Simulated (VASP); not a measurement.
# Ge3Pt (P4/mmm) in VASP: further runs, part 2 of 3

VASP 6.6.1.

### Step 4. Relaxation of cell and atoms, PBE

INCAR reads:

```
SYSTEM = Ge3Pt
ALGO     = Normal         ! electronic algorithm
EDIFF    = 1E-7           ! SCF threshold, eV
EDIFFG   = -0.04          ! ionic threshold
ENCUT    = 600            ! plane-wave cutoff, eV
GGA      = PE             ! functional
IBRION   = 2              ! ionic algorithm
ISIF     = 3              ! what is computed and relaxed
ISMEAR   = 0              ! smearing method
LASPH    = .TRUE.         ! aspherical terms in the spheres
LCHARG   = .FALSE.        ! write CHGCAR
LREAL    = .FALSE.        ! projectors in reciprocal space
LWAVE    = .FALSE.        ! write WAVECAR
NELM     = 100            ! most SCF steps
NSW      = 90             ! ionic steps
PREC     = Accurate       ! precision mode
SIGMA    = 0.1            ! smearing width, eV
```

KPOINTS reads:

```
k-points
0
G
  6 6 4
  0 0 0
```

POSCAR reads:

```
Ge3Pt
1.0
    3.5420690300      0.0000000000      0.0000000000
    0.0000000000      3.5420690300      0.0000000000
    0.0000000000      0.0000000000      7.2247340800
Ge Pt
3 1
Direct
    0.0000000000      0.0000000000      0.6509379100
    0.0000000000      0.0000000000      0.3490620900
    0.5000000000      0.5000000000      0.0000000000
    0.0000000000      0.0000000000      0.0000000000
```

Potentials or basis: VASP PAW PBE potentials, release 64 (Ge_d, Pt).

Launch:

```bash
> cat potpaw_PBE.64/Ge_d/POTCAR potpaw_PBE.64/Pt/POTCAR > POTCAR
> mpirun -np 1 vasp_std > vasp.out
```

OUTCAR:

```text
SYSTEM = Ge3Pt
   EDIFF = 1E-7
   EDIFFG = -0.04
   ENCUT = 600
   GGA = PE
   IBRION = 2
   ISIF = 3
   ISMEAR = 0
   LASPH = .TRUE.
   LREAL = .FALSE.
   NELM = 100
   NSW = 90
   PREC = Accurate

 ion  position               nearest neighbor table
   1  0.000  0.000  0.651-   2 2.18   4 2.52
   2  0.000  0.000  0.349-   1 2.18   4 2.52
   3  0.500  0.500  0.000-   4 2.50   4 2.50   4 2.50   4 2.50
   4  0.000  0.000  0.000-   3 2.50   3 2.50   3 2.50   3 2.50   1 2.52   2 2.52

  LATTYP: Found a simple tetragonal cell.
 ALAT       =     3.5420690300
 C/A-ratio  =     2.0396931903

  Lattice vectors:

 A1 = (   3.5420690300,   0.0000000000,   0.0000000000)
 A2 = (   0.0000000000,   3.5420690300,   0.0000000000)
 A3 = (   0.0000000000,   0.0000000000,   7.2247340800)

Analysis of symmetry for initial positions (statically):
=====================================================================
 Subroutine PRICEL returns:
 Original cell was already a primitive cell.

 Routine SETGRP: Setting up the symmetry group for a
 simple tetragonal supercell.

 Subroutine GETGRP returns: Found 16 space group operations
 (whereof 16 operations were pure point group operations)
 out of a pool of 16 trial point group operations.

[... 170 lines left out ...]

  FORCE on cell =-STRESS in cart. coord.  units (eV):
  Direction    XX          YY          ZZ          XY          YZ          ZX
  --------------------------------------------------------------------------------------
  -------------------------------------------------------------------------------------
  Total        1.1852593      1.1852593      5.7920082      0.0000000      0.0000000      0.0000000
  in kB       20.9501931     20.9501931    102.3773402      0.0000000      0.0000000      0.0000000
  external PRESSURE =      48.0925754 kB  Pullay stress =       0.0000000 kB
[... 101 lines left out ...]
--------------------------------------- Ionic step        4  -------------------------------------------

 number of electron      51.9999984 magnetization

 E-fermi :   4.7799     XC(G=0):  -9.9296

 val. band max:        4.7670171526   @ k =   0.3333   0.0000   0.0000
 cond. band min:       4.8102429009   @ k =   0.5000   0.5000   0.5000
 fundamental gap:      0.0432257482
 Fermi energy:         4.7799165012

 k-point     1 :       0.0000    0.0000    0.0000
  band No.  band energies     occupation
      1     -20.4415      2.00000
      2     -20.3789      2.00000
      3     -20.3789      2.00000
      4     -20.3560      2.00000
      5     -20.3212      2.00000
      6     -20.3180      2.00000
[... 996 lines left out ...]
--------------------------------------- Ionic step        9  -------------------------------------------

 number of electron      51.9999992 magnetization

 Free energy of the ion-electron system (eV)
  ---------------------------------------------------
  ext. energy  EPLUGINS =         0.00000000
  ---------------------------------------------------
  free energy    TOTEN  =       -18.25419048 eV

  energy without entropy =      -18.23958877  energy(sigma->0) =      -18.24688962

 E-fermi :   4.9746     XC(G=0): -10.0763

 val. band max:        4.9665514072   @ k =   0.3333   0.0000   0.0000
 cond. band min:       5.0179986438   @ k =   0.1667   0.1667   0.0000
 fundamental gap:      0.0514472366
 Fermi energy:         4.9746428187

 k-point     1 :       0.0000    0.0000    0.0000
  band No.  band energies     occupation
      1     -20.2756      2.00000
      2     -20.2053      2.00000
      3     -20.2053      2.00000
      4     -20.1579      2.00000
      5     -20.1182      2.00000
      6     -20.0111      2.00000
[... 838 lines left out ...]
  FREE ENERGIE OF THE ION-ELECTRON SYSTEM (eV)
  ---------------------------------------------------
  free  energy   TOTEN  =       -18.2541904757 eV

  energy  without entropy=      -18.2395887727  energy(sigma->0) =      -18.24688962

 reached required accuracy - stopping structural energy minimisation
```

It took 4.5 min on 1 thread of Intel Xeon 6975P-C (Granite Rapids), shared host; peak memory 0.27 GiB.

What came out:

| Property | Result |
| --- | --- |
| Free energy | -18.2542 eV |
| Relaxed volume | 23.72 Å³/atom |
| Relaxed cell | a = 3.505 Å, b = 3.505 Å, c = 7.722 Å, α = 90.00°, β = 90.00°, γ = 90.00° |
| Space group after relaxing (to 0.05 Å) | P4/mmm (No. 123) |
| Energy gained by relaxing | 94.8 meV/atom |
| Ionic steps | 9 |
| Pressure after relaxing | -0.1 GPa |
| Largest force after relaxing | 0.021 eV/Å |
| Band gap on the k mesh | zero (band 26 reaches 5.66 eV, above the bottom of band 27 at 3.76 eV) |

Forces on the atoms (eV/Å):
```
Ge   0.000  0.000 -0.021
Ge   0.000  0.000  0.021
Ge   0.000  0.000  0.000
Pt   0.000  0.000  0.000
```

Step by step:
```csv
step,energy change (eV),largest force (eV/Å),pressure (GPa),volume (Å³)
1,0.0000,2.6282,4.81,90.64
2,-0.3205,0.1454,-2.79,99.77
3,-0.3395,0.2620,-1.53,97.26
4,-0.3404,0.1649,-1.81,97.75
5,-0.3738,0.1852,0.20,94.65
6,-0.3738,0.1908,0.25,94.60
7,-0.3786,0.0929,0.08,94.73
8,-0.3789,0.0673,0.06,94.76
9,-0.3792,0.0206,-0.07,94.89
```

Final structure:
```yaml
crystal:
  lattice:
    - [3.50545, 0.00000, 0.00000]
    - [0.00000, 3.50545, 0.00000]
    - [0.00000, 0.00000, 7.72166]
  atoms:
    - { symbol: Ge, position: [0.00000, 0.00000, 0.66547] }
    - { symbol: Ge, position: [0.00000, 0.00000, 0.33453] }
    - { symbol: Ge, position: [0.50000, 0.50000, 0.00000] }
    - { symbol: Pt, position: [0.00000, 0.00000, 0.00000] }
```

Caveat: spin-orbit coupling is left out, which moves the levels of the heavy elements.

### Step 5. Single point, PBE

This run uses another cell than the first one, of 23.74 Å³/atom, 1.048 times its volume.

INCAR reads:

```
PREC     = Accurate       # precision mode
ENCUT    = 520            # plane-wave cutoff, eV
EDIFF    = 1E-6           # SCF threshold, eV
ISMEAR   = 0              # smearing method
SIGMA    = 0.1            # smearing width, eV
LREAL    = False          # projectors in reciprocal space
LASPH    = True           # aspherical terms in the spheres
NELM     = 60             # most SCF steps
ALGO     = Normal         # electronic algorithm
ISIF     = 2              # what is computed and relaxed
LWAVE    = False          # write WAVECAR
LCHARG   = False          # write CHGCAR
GGA      = PE             # functional
NBANDS   = 34             # bands
```

KPOINTS reads:

```
Automatic mesh
0
Gamma
  14 14 6
```

POSCAR reads:

```
Ge3Pt
1.0
    3.5060223256      0.0000000000      0.0000000000
    0.0000000000      3.5060223256      0.0000000000
    0.0000000000      0.0000000000      7.7255571476
Ge Pt
3 1
Direct
    0.0000000000      0.0000000000      0.6633829136
    0.0000000000      0.0000000000      0.3366170864
    0.5000000000      0.5000000000      0.0000000000
    0.0000000000      0.0000000000      0.0000000000
```

Potentials or basis: VASP PAW PBE potentials, release 64 (Ge_d, Pt).

Launch:

```bash
> cat potpaw_PBE.64/Ge_d/POTCAR potpaw_PBE.64/Pt/POTCAR > POTCAR
> mpirun -np 1 vasp_std > vasp.out
```

OUTCAR:

```text
PREC = Accurate
   ENCUT = 520
   EDIFF = 1E-6
   ISMEAR = 0
   LREAL = False
   LASPH = True
   NELM = 60
   ISIF = 2
   GGA = PE

 ion  position               nearest neighbor table
   1  0.000  0.000  0.663-   2 2.52   4 2.60
   2  0.000  0.000  0.337-   1 2.52   4 2.60
   3  0.500  0.500  0.000-   4 2.48   4 2.48   4 2.48   4 2.48
   4  0.000  0.000  0.000-   3 2.48   3 2.48   3 2.48   3 2.48   1 2.60   2 2.60

  LATTYP: Found a simple tetragonal cell.
 ALAT       =     3.5060223256
[... 1087 lines left out ...]
  Direction    XX          YY          ZZ          XY          YZ          ZX
  --------------------------------------------------------------------------------------
  -------------------------------------------------------------------------------------
  Total        0.0331346      0.0331346     -0.0255398      0.0000000      0.0000000     -0.0000000
  in kB        0.5590271      0.5590271     -0.4308923      0.0000000      0.0000000     -0.0000000
  external PRESSURE =       0.2290540 kB  Pullay stress =       0.0000000 kB

 VOLUME and BASIS-vectors are now :
 -----------------------------------------------------------------------------
  energy-cutoff  :      520.00
  volume of cell :       94.96
      direct lattice vectors                 reciprocal lattice vectors
     3.506022326  0.000000000  0.000000000     0.285223512  0.000000000  0.000000000
     0.000000000  3.506022326  0.000000000     0.000000000  0.285223512  0.000000000
     0.000000000  0.000000000  7.725557148     0.000000000  0.000000000  0.129440503

 POSITION                                       TOTAL-FORCE (eV/Angst)
 -----------------------------------------------------------------------------------
      0.00000      0.00000      5.12500        -0.000000      0.000000      0.007218
      0.00000      0.00000      2.60055         0.000000      0.000000     -0.007218
      1.75301      1.75301      0.00000        -0.000000      0.000000      0.000000
      0.00000      0.00000      0.00000        -0.000000      0.000000      0.000000
 -----------------------------------------------------------------------------------
    total drift:                               -0.000000      0.000000      0.000000

  FREE ENERGIE OF THE ION-ELECTRON SYSTEM (eV)
  ---------------------------------------------------
  free  energy   TOTEN  =       -18.2382317113 eV

  energy  without entropy=      -18.2233741399  energy(sigma->0) =      -18.23080293
```

OSZICAR:

```text
N       E                     dE             d eps       ncg     rms          rms(c)
DAV:   1     0.483317185476E+03    0.48332E+03   -0.25293E+04 11530   0.378E+03
DAV:   2     0.635428676185E+02   -0.41977E+03   -0.40562E+03  9808   0.817E+02
DAV:   3    -0.143750572290E+02   -0.77918E+02   -0.76473E+02 11382   0.199E+02
DAV:   4    -0.186193851295E+02   -0.42443E+01   -0.42158E+01 11302   0.538E+01
DAV:   5    -0.187161097867E+02   -0.96725E-01   -0.96675E-01 11232   0.872E+00    0.998E+00
DAV:   6    -0.183817882675E+02    0.33432E+00   -0.16550E+00 11072   0.675E+00    0.538E+00
DAV:   7    -0.182877075917E+02    0.94081E-01   -0.69341E-01 11580   0.478E+00    0.265E+00
DAV:   8    -0.182378045233E+02    0.49903E-01   -0.15023E-01 12042   0.263E+00    0.500E-01
DAV:   9    -0.182385138998E+02   -0.70938E-03   -0.19576E-02 11324   0.863E-01    0.229E-01
DAV:  10    -0.182382357548E+02    0.27815E-03   -0.13726E-03 12884   0.321E-01    0.735E-02
DAV:  11    -0.182382263487E+02    0.94061E-05   -0.15134E-04 11052   0.693E-02    0.359E-02
DAV:  12    -0.182382311660E+02   -0.48173E-05   -0.22361E-05 10910   0.286E-02    0.466E-03
DAV:  13    -0.182382317113E+02   -0.54528E-06   -0.14298E-06  7778   0.830E-03
   1 F= -.18238232E+02 E0= -.18230803E+02  d E =-.148576E-01
```

Run time: 2.9 min. Hardware: 1 thread of Intel Xeon 6975P-C (Granite Rapids), shared host; peak memory 0.49 GiB.

Results:

| Item | Value |
| --- | --- |
| Free energy | -18.2382 eV |
| Pressure | 0.0 GPa |
| Largest force | 0.007 eV/Å |
| Band gap on the k mesh | zero (band 26 reaches 5.90 eV, above the bottom of band 27 at 3.69 eV) |

Forces in eV/Å, atoms in the order of the input:
```
Ge   0.000  0.000  0.007
Ge   0.000  0.000 -0.007
Ge   0.000  0.000  0.000
Pt   0.000  0.000  0.000
```

Levels at points of the mesh, in eV from the Fermi level:
| k point | band 22 | band 23 | band 24 | band 25 | band 26 | band 27 | band 28 | band 29 | band 30 | band 31 |
| --- | --- | --- | --- | --- | --- | --- | --- | --- | --- | --- |
| (0.00, 0.00, 0.00) | -3.37 | -3.37 | -0.95 | 0.55 | 0.55 | 1.50 | 2.71 | 2.71 | 4.11 | 4.30 |
| (0.50, 0.00, 0.00) | -4.57 | -3.27 | -2.73 | -2.57 | -0.54 | 2.79 | 2.88 | 3.06 | 3.16 | 5.16 |
| (0.50, 0.50, 0.00) | -3.65 | -3.65 | -2.53 | -1.59 | -1.08 | -1.08 | 0.14 | 0.19 | 0.71 | 0.71 |
| (0.00, 0.00, 0.50) | -3.38 | -3.38 | -2.56 | 0.69 | 0.69 | 1.88 | 2.42 | 2.42 | 3.68 | 4.47 |
| (0.50, 0.00, 0.50) | -3.27 | -2.74 | -2.27 | -2.00 | -1.61 | -0.68 | 2.06 | 3.26 | 4.39 | 6.68 |
| (0.50, 0.50, 0.50) | -3.51 | -2.53 | -2.41 | -1.25 | -1.25 | -0.91 | 0.09 | 0.16 | 0.18 | 0.90 |

Caveat: spin-orbit coupling is left out, which moves the levels of the heavy elements.

[end of part 2 of 3]
